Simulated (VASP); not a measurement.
# Si3Ge (P-4m2) in VASP: further runs

Si3Ge is run at these levels: PBE; tasks: single point.

All numbers are computed with VASP 6.6.1; they aren't measurements. Logs are shortened: lines on timing, memory, paths and dates and some standing lists are left out, and cuts for length are marked.

## (1) The cell of the first run

The structure is tetragonal, space group P-4m2 (No. 115). Conventional cell: a = 3.836 Å, b = 3.836 Å, c = 5.409 Å, α = 90.00°, β = 90.00°, γ = 90.00°. Si (site symmetry 2mm) has 2 Si at 2.33 Å and 2 Ge at 2.37 Å within 3.1 Å. Within 3.1 Å of Si (site symmetry -4m2) lie 4 Si at 2.33 Å. Within 3.1 Å of Ge (site symmetry -4m2) lie 4 Si at 2.37 Å.

## (2) Single point, PBE (volume changed by -6%)

INCAR

```
PREC = Accurate
ENCUT = 520
EDIFF = 1E-7
ISMEAR = 0
SIGMA = 0.01
LREAL = False
LASPH = True
NELM = 80
ALGO = Normal
ISIF = 2
LWAVE = False
LCHARG = False
GGA = PE
NBANDS = 21
```

KPOINTS

```
Automatic mesh
0
Gamma
  6 6 4
```

POSCAR

```
Si3Ge
1.0
    3.8362733369      0.0000000000      0.0000000000
    0.0000000000      3.8362733369      0.0000000000
    0.0000000000      0.0000000000      5.4086544728
Si Ge
3 1
Direct
    0.5000000000      0.0000000000      0.7558950875
    0.5000000000      0.5000000000      0.0000000000
    0.0000000000      0.5000000000      0.2441049125
    0.0000000000      0.0000000000      0.5000000000
```

Potentials or basis: VASP PAW PBE potentials, release 64 (Si, Ge_d).

Launch:

```
$ cat potpaw_PBE.64/Si/POTCAR potpaw_PBE.64/Ge_d/POTCAR > POTCAR
$ mpirun -np 1 vasp_std > vasp.out
```

OUTCAR:

```text
PREC = Accurate
   ENCUT = 520
   EDIFF = 1E-7
   ISMEAR = 0
   LREAL = False
   LASPH = True
   NELM = 80
   ISIF = 2
   GGA = PE

 ion  position               nearest neighbor table
   1  0.500  0.000  0.756-   2 2.33   2 2.33   4 2.37   4 2.37
   2  0.500  0.500  0.000-   1 2.33   3 2.33   1 2.33   3 2.33
   3  0.000  0.500  0.244-   2 2.33   2 2.33   4 2.37   4 2.37
   4  0.000  0.000  0.500-   1 2.37   3 2.37   3 2.37   1 2.37

  LATTYP: Found a simple tetragonal cell.
 ALAT       =     3.8362733369
 C/A-ratio  =     1.4098720289

  Lattice vectors:

 A1 = (   3.8362733369,   0.0000000000,   0.0000000000)
 A2 = (   0.0000000000,   3.8362733369,   0.0000000000)
 A3 = (   0.0000000000,   0.0000000000,   5.4086544728)

Analysis of symmetry for initial positions (statically):
=====================================================================
 Subroutine PRICEL returns:
 Original cell was already a primitive cell.

 Routine SETGRP: Setting up the symmetry group for a
 simple tetragonal supercell.

 Subroutine GETGRP returns: Found  8 space group operations
 (whereof  8 operations were pure point group operations)
 out of a pool of 16 trial point group operations.

The static configuration has the point symmetry D_2d.

Analysis of symmetry for dynamics (positions and initial velocities):
=====================================================================
 Subroutine PRICEL returns:
 Original cell was already a primitive cell.

 Routine SETGRP: Setting up the symmetry group for a
 simple tetragonal supercell.

 Subroutine GETGRP returns: Found  8 space group operations
 (whereof  8 operations were pure point group operations)
 out of a pool of 16 trial point group operations.

The dynamic configuration has the point symmetry D_2d.

 Subroutine INISYM returns: Found  8 space group operations
 (whereof  8 operations are pure point group operations),
 and found     1 'primitive' translations

----------------------------------------------------------------------------------------

                                     Primitive cell

  volume of cell :      79.5991

  direct lattice vectors                    reciprocal lattice vectors
     3.836273337  0.000000000  0.000000000     0.260669643  0.000000000  0.000000000
     0.000000000  3.836273337  0.000000000     0.000000000  0.260669643  0.000000000
     0.000000000  0.000000000  5.408654473     0.000000000  0.000000000  0.184888867

  length of vectors
     3.836273337  3.836273337  5.408654473     0.260669643  0.260669643  0.184888867

  position of ions in fractional coordinates (direct lattice)
     0.500000000  0.000000000  0.755895088
     0.500000000  0.500000000  0.000000000
     0.000000000  0.500000000  0.244104912
     0.000000000  0.000000000  0.500000000

  ion indices of the primitive-cell ions
   primitive index   ion index
                 1           1
                 2           2
                 3           3
                 4           4

----------------------------------------------------------------------------------------

 KPOINTS: Automatic mesh

Automatic generation of k-mesh.
 Grid dimensions read from file:
 generate k-points for:    6    6    4

 Generating k-lattice:

  Cartesian coordinates                     Fractional coordinates (reciprocal lattice)
     0.043444940  0.000000000  0.000000000     0.166666667  0.000000000  0.000000000
     0.000000000  0.043444940  0.000000000     0.000000000  0.166666667  0.000000000
     0.000000000  0.000000000  0.046222217     0.000000000  0.000000000  0.250000000

  Length of vectors
     0.043444940  0.043444940  0.046222217

  Shift w.r.t. Gamma in fractional coordinates (k-lattice)
     0.000000000  0.000000000  0.000000000

 Subroutine IBZKPT returns following result:
 ===========================================

 Found     30 irreducible k-points:

 Following reciprocal coordinates:
            Coordinates               Weight
  0.000000  0.000000  0.000000      1.000000
  0.166667  0.000000  0.000000      4.000000
  0.333333  0.000000  0.000000      4.000000
  0.500000  0.000000  0.000000      2.000000
  0.166667  0.166667  0.000000      4.000000
  0.333333  0.166667  0.000000      8.000000
[... 16 lines left out ...]
  0.333333  0.000000  0.500000      4.000000
  0.500000  0.000000  0.500000      2.000000
 [... further k-points ...]
   k-points           NKPTS =     30   k-points in BZ     NKDIM =     30   number of bands    NBANDS=     21
   number of dos      NEDOS =    301   number of ions     NIONS =      4
   total plane-waves  NPLWV =  36000
   dimension x,y,z NGX =    30 NGY =   30 NGZ =   40
   dimension x,y,z NGXF=    60 NGYF=   60 NGZF=   80
   ions per type =               3   1
   NGX,Y,Z   is equivalent  to a cutoff of  13.00, 13.00, 12.29 a.u.
   NGXF,Y,Z  is equivalent  to a cutoff of  26.00, 26.00, 24.59 a.u.
 SYSTEM =  unknown system
[... 80 lines left out ...]
      2     -18.2444      2.00000
      3     -18.2433      2.00000
      4     -18.2194      2.00000
      5     -18.2141      2.00000
      6      -6.2284      2.00000
[... 13 lines left out ...]
     20      12.9655      0.00000
     21      13.8856      0.00000

 k-point     3 :       0.3333    0.0000    0.0000
  band No.  band energies     occupation
      1     -18.2484      2.00000
      2     -18.2459      2.00000
      3     -18.2432      2.00000
      4     -18.2174      2.00000
      5     -18.2155      2.00000
      6      -5.5181      2.00000
[... 13 lines left out ...]
     20      12.0557      0.00000
     21      12.8654      0.00000

 k-point     4 :       0.5000    0.0000    0.0000
  band No.  band energies     occupation
      1     -18.2483      2.00000
      2     -18.2452      2.00000
      3     -18.2431      2.00000
      4     -18.2163      2.00000
      5     -18.2162      2.00000
      6      -4.5935      2.00000
[... 13 lines left out ...]
     20      11.9375      0.00000
     21      12.2549      0.00000

 k-point     5 :       0.1667    0.1667    0.0000
  band No.  band energies     occupation
      1     -18.2497      2.00000
      2     -18.2445      2.00000
      3     -18.2439      2.00000
      4     -18.2187      2.00000
      5     -18.2148      2.00000
      6      -5.9841      2.00000
[... 13 lines left out ...]
     20      12.6054      0.00000
     21      12.7936      0.00000

 k-point     6 :       0.3333    0.1667    0.0000
  band No.  band energies     occupation
      1     -18.2476      2.00000
      2     -18.2453      2.00000
      3     -18.2429      2.00000
      4     -18.2169      2.00000
      5     -18.2163      2.00000
      6      -5.2729      2.00000
[... 13 lines left out ...]
     20      11.7815      0.00000
     21      12.3135      0.00000

 k-point     7 :       0.5000    0.1667    0.0000
  band No.  band energies     occupation
      1     -18.2482      2.00000
      2     -18.2450      2.00000
      3     -18.2417      2.00000
      4     -18.2170      2.00000
      5     -18.2159      2.00000
      6      -4.3466      2.00000
[... 13 lines left out ...]
     20      13.2337      0.00000
     21      13.2534      0.00000
[... 291 lines left out ...]
      1     -18.2479      2.00000
      2     -18.2479      2.00000
      3     -18.2344      2.00000
      4     -18.2195      2.00000
      5     -18.2141      2.00000
      6      -2.7324      2.00000
[... 13 lines left out ...]
     20      14.1218      0.00000
     21      14.1218      0.00000

 k-point    21 :       0.0000    0.0000    0.5000
  band No.  band energies     occupation
      1     -18.2539      2.00000
      2     -18.2435      2.00000
      3     -18.2435      2.00000
      4     -18.2201      2.00000
      5     -18.2134      2.00000
      6      -5.5254      2.00000
[... 13 lines left out ...]
     20      12.0862      0.00000
     21      12.0862      0.00000

 k-point    22 :       0.1667    0.0000    0.5000
  band No.  band energies     occupation
      1     -18.2518      2.00000
      2     -18.2445      2.00000
      3     -18.2434      2.00000
      4     -18.2192      2.00000
      5     -18.2141      2.00000
      6      -5.3095      2.00000
[... 13 lines left out ...]
     20      11.0538      0.00000
     21      11.2875      0.00000

 k-point    23 :       0.3333    0.0000    0.5000
  band No.  band energies     occupation
      1     -18.2484      2.00000
      2     -18.2459      2.00000
      3     -18.2432      2.00000
      4     -18.2173      2.00000
      5     -18.2155      2.00000
      6      -4.7444      2.00000
[... 13 lines left out ...]
     20      12.7579      0.00000
     21      13.4104      0.00000

 k-point    24 :       0.5000    0.0000    0.5000
  band No.  band energies     occupation
      1     -18.2485      2.00000
      2     -18.2452      2.00000
      3     -18.2432      2.00000
      4     -18.2162      2.00000
      5     -18.2161      2.00000
      6      -4.3218      2.00000
[... 13 lines left out ...]
     20      13.4636      0.00000
     21      13.7143      0.00000

 [... further k-points ...]
[... 5 lines left out ...]
  --------------------------------------------------------------------------------------
  -------------------------------------------------------------------------------------
  Total        2.8381600      2.8381600      2.8082093      0.0000000     -0.0000000      0.0000000
  in kB       57.1266990     57.1266990     56.5238486      0.0000000     -0.0000000      0.0000000
  external PRESSURE =      56.9257489 kB  Pullay stress =       0.0000000 kB

 VOLUME and BASIS-vectors are now :
 -----------------------------------------------------------------------------
  energy-cutoff  :      520.00
  volume of cell :       79.60
      direct lattice vectors                 reciprocal lattice vectors
     3.836273337  0.000000000  0.000000000     0.260669643  0.000000000  0.000000000
     0.000000000  3.836273337  0.000000000     0.000000000  0.260669643  0.000000000
     0.000000000  0.000000000  5.408654473     0.000000000  0.000000000  0.184888867

 POSITION                                       TOTAL-FORCE (eV/Angst)
 -----------------------------------------------------------------------------------
      1.91814      0.00000      4.08838        -0.000000     -0.000000     -0.010736
      1.91814      1.91814      0.00000        -0.000000      0.000000      0.000000
      0.00000      1.91814      1.32028        -0.000000     -0.000000      0.010736
      0.00000      0.00000      2.70433         0.000000      0.000000      0.000000
 -----------------------------------------------------------------------------------
    total drift:                                0.000000      0.000000     -0.000000

  FREE ENERGIE OF THE ION-ELECTRON SYSTEM (eV)
  ---------------------------------------------------
  free  energy   TOTEN  =       -20.6330255387 eV

  energy  without entropy=      -20.6330255387  energy(sigma->0) =      -20.63302554
```

Run time: 21 s. Hardware: 1 thread of Intel Xeon Platinum 8559C (Emerald Rapids), shared host; peak memory 0.19 GiB.

What came out:

```yaml
Free_energy: -20.6330 eV
Pressure: 5.7 GPa
Largest_force: 0.011 eV/Å
Band_gap_on_the_k_mesh: 0.27 eV, indirect (least direct gap 0.55 eV)
```

Forces in eV/Å, atoms in the order of the input:
```
Si   0.000  0.000 -0.011
Si   0.000  0.000  0.000
Si   0.000  0.000  0.011
Ge   0.000  0.000  0.000
```

Caveat: the cell differs from its parent crystal (volume changed by -6%). A k mesh can miss the band edges.

## (3) Single point, PBE (volume changed by -3%)

INCAR

```
PREC = Accurate ; ENCUT = 520
EDIFF = 1E-6 ; ISMEAR = 0
SIGMA = 0.01 ; LREAL = F
LASPH = T ; NELM = 80
ALGO = Normal ; ISIF = 2
LWAVE = F ; LCHARG = T
GGA = PE ; LELF = T
LVHAR = T ; NBANDS = 21
```

KPOINTS

```
regular mesh
0
Gamma
  6 6 4
```

POSCAR

```
Si3Ge
1.0
    3.8766581293      0.0000000000      0.0000000000
    0.0000000000      3.8766581293      0.0000000000
    0.0000000000      0.0000000000      5.4655918619
Si Ge
3 1
Direct
    0.5000000000      0.0000000000      0.7558950875
    0.5000000000      0.5000000000      0.0000000000
    0.0000000000      0.5000000000      0.2441049125
    0.0000000000      0.0000000000      0.5000000000
```

Potentials or basis: VASP PAW PBE potentials, release 64 (Si, Ge_d).

Launch:

```
$ cat potpaw_PBE.64/Si/POTCAR potpaw_PBE.64/Ge_d/POTCAR > POTCAR
$ mpirun -np 1 vasp_std > vasp.out
```

Run time: 21 s. Hardware: 1 thread of Intel Xeon Platinum 8559C (Emerald Rapids), shared host; peak memory 0.2 GiB.

The run converged. Its results:

```yaml
Free_energy: -20.6981 eV
Pressure: 2.6 GPa
Largest_force: 0.006 eV/Å
Band_gap_on_the_k_mesh: 0.34 eV, indirect (least direct gap 0.62 eV)
```

Forces on the atoms (eV/Å):
```
Si   0.000  0.000 -0.006
Si   0.000  0.000  0.000
Si   0.000  0.000  0.006
Ge   0.000  0.000  0.000
```

Levels at points of the mesh, in eV from the valence-band top:
```
           k point  band 9  band 10  band 11  band 12  band 13  band 14  band 15  band 16  band 17  band 18
(0.00, 0.00, 0.00)   -2.96    -2.96    -0.04     0.00     0.00     0.62     0.79     2.55     2.55     2.57
(0.50, 0.00, 0.00)   -5.53    -3.84    -3.76    -1.56    -1.26     2.15     2.56     4.65     4.83     5.05
(0.50, 0.50, 0.00)   -7.91    -2.99    -2.92    -2.92    -2.86     0.34     0.81     0.81     0.97     9.76
(0.00, 0.00, 0.50)   -3.54    -2.10    -2.10    -1.82    -1.82     0.89     1.23     3.09     3.21     5.61
(0.50, 0.00, 0.50)   -6.99    -1.46    -1.27    -1.23    -1.10     1.00     1.44     3.22     3.32     3.49
(0.50, 0.50, 0.50)   -7.74    -3.93    -3.91    -3.91    -3.84     4.20     4.39     4.39     4.55     4.72
```

Caveat: the cell differs from its parent crystal (volume changed by -3%).

## (4) Single point, PBE

This run uses another cell than the first one, of 21.17 Å³/atom, 1.064 times its volume.

INCAR

```
PREC = Accurate
ENCUT = 520
EDIFF = 1E-6
ISMEAR = 0
SIGMA = 0.01
LREAL = False
LASPH = True
NELM = 60
ALGO = Normal
ISIF = 2
LWAVE = False
LCHARG = False
GGA = PE
NBANDS = 21
```

KPOINTS

```
Automatic mesh
0
Gamma
  6 6 4
```

POSCAR

```
Si3Ge
1.0
    3.9162185976      0.0000000000      0.0000000000
    0.0000000000      3.9162185976      0.0000000000
    0.0000000000      0.0000000000      5.5213670597
Si Ge
3 1
Direct
    0.5000000000      0.0000000000      0.7558950875
    0.5000000000      0.5000000000      0.0000000000
    0.0000000000      0.5000000000      0.2441049125
    0.0000000000      0.0000000000      0.5000000000
```

Launch:

```
$ cat potpaw_PBE.64/Si/POTCAR potpaw_PBE.64/Ge_d/POTCAR > POTCAR
$ mpirun -np 1 vasp_std > vasp.out
```

It took 21 s on 1 thread of Intel Xeon Platinum 8559C (Emerald Rapids), shared host; peak memory 0.2 GiB.

Results (log left out):

```yaml
Free_energy: -20.7176 eV
Pressure: -0.1 GPa
Band_gap_on_the_k_mesh: 0.40 eV, indirect (least direct gap 0.67 eV)
```

Levels at points of the mesh, in eV from the valence-band top:
```
           k point  band 10  band 11  band 12  band 13  band 14  band 15  band 16  band 17
(0.00, 0.00, 0.00)    -2.88    -0.03     0.00     0.00     0.67     0.83     2.24     2.54
(0.50, 0.00, 0.00)    -3.72    -3.64    -1.52    -1.22     2.13     2.52     4.59     4.77
(0.50, 0.50, 0.00)    -2.91    -2.84    -2.84    -2.77     0.40     0.86     0.86     1.02
(0.00, 0.00, 0.50)    -2.04    -2.04    -1.76    -1.76     0.92     1.25     3.07     3.18
(0.50, 0.00, 0.50)    -1.43    -1.24    -1.20    -1.07     0.89     1.33     3.23     3.34
(0.50, 0.50, 0.50)    -3.79    -3.78    -3.78    -3.71     4.20     4.38     4.38     4.55
```

## (5) Single point, PBE (volume changed by +3%)

INCAR

```
SYSTEM = Si3Ge
PREC = Accurate
ENCUT = 520
EDIFF = 1E-7
ISMEAR = 0
SIGMA = 0.01
LREAL = .FALSE.
LASPH = .TRUE.
NELM = 80
ALGO = Normal
ISIF = 2
LWAVE = .FALSE.
LCHARG = .TRUE.
GGA = PE
LELF = .TRUE.
LVHAR = .TRUE.
NBANDS = 21
```

KPOINTS

```
Automatic mesh
0
G
  6 6 4
  0 0 0
```

POSCAR

```
Si3Ge
1.0
    3.9549955611      0.0000000000      0.0000000000
    0.0000000000      3.9549955611      0.0000000000
    0.0000000000      0.0000000000      5.5760376157
Si Ge
3 1
Direct
    0.5000000000      0.0000000000      0.7558950875
    0.5000000000      0.5000000000      0.0000000000
    0.0000000000      0.5000000000      0.2441049125
    0.0000000000      0.0000000000      0.5000000000
```

Launch:

```
$ cat potpaw_PBE.64/Si/POTCAR potpaw_PBE.64/Ge_d/POTCAR > POTCAR
$ mpirun -np 1 vasp_std > vasp.out
```

Wall time 26 s (1 thread of Intel Xeon Platinum 8559C (Emerald Rapids), shared host); peak memory 0.21 GiB.

Results (log left out):

```yaml
Free_energy: -20.6982 eV
Pressure: -2.3 GPa
Largest_force: 0.004 eV/Å
Band_gap_on_the_k_mesh: 0.45 eV, indirect (least direct gap 0.72 eV)
```

Forces on the atoms (eV/Å):
```
Si   0.000  0.000  0.004
Si   0.000  0.000  0.000
Si   0.000  0.000 -0.004
Ge   0.000  0.000  0.000
```

Levels at points of the mesh, in eV from the valence-band top:
| k point | band 10 | band 11 | band 12 | band 13 | band 14 | band 15 | band 16 | band 17 |
| --- | --- | --- | --- | --- | --- | --- | --- | --- |
| (0.00, 0.00, 0.00) | -2.79 | -0.03 | 0.00 | 0.00 | 0.72 | 0.87 | 1.93 | 2.52 |
| (0.50, 0.00, 0.00) | -3.60 | -3.52 | -1.48 | -1.18 | 2.11 | 2.47 | 4.54 | 4.71 |
| (0.50, 0.50, 0.00) | -2.83 | -2.76 | -2.76 | -2.69 | 0.45 | 0.90 | 0.90 | 1.07 |
| (0.00, 0.00, 0.50) | -1.99 | -1.99 | -1.70 | -1.70 | 0.95 | 1.28 | 3.04 | 3.14 |
| (0.50, 0.00, 0.50) | -1.40 | -1.21 | -1.17 | -1.04 | 0.80 | 1.23 | 3.24 | 3.35 |
| (0.50, 0.50, 0.50) | -3.66 | -3.65 | -3.65 | -3.60 | 4.21 | 4.36 | 4.36 | 4.47 |

Caveat: the cell differs from its parent crystal (volume changed by +3%).

## (6) Overview

```csv
cell,gap on the mesh (eV),pressure (GPa),largest force (eV/Å)
"a = 3.836, b = 3.836, c = 5.409 Å, 4 atoms",0.27,5.7,0.01
"a = 3.877, b = 3.877, c = 5.466 Å, 4 atoms",0.34,2.6,0.01
"a = 3.916, b = 3.916, c = 5.521 Å, 4 atoms",0.40,-0.1,-
"a = 3.955, b = 3.955, c = 5.576 Å, 4 atoms",0.45,-2.3,-
```

Alike in all rows: task single point; level PBE; potentials or basis VASP PAW PBE potentials, release 64 (Si, Ge_d); no spin polarisation; k mesh 6 × 6 × 4; cutoff (eV) 520; smearing gaussian 0.01 eV.

Absolute energies hang on the potentials; compare differences alone.
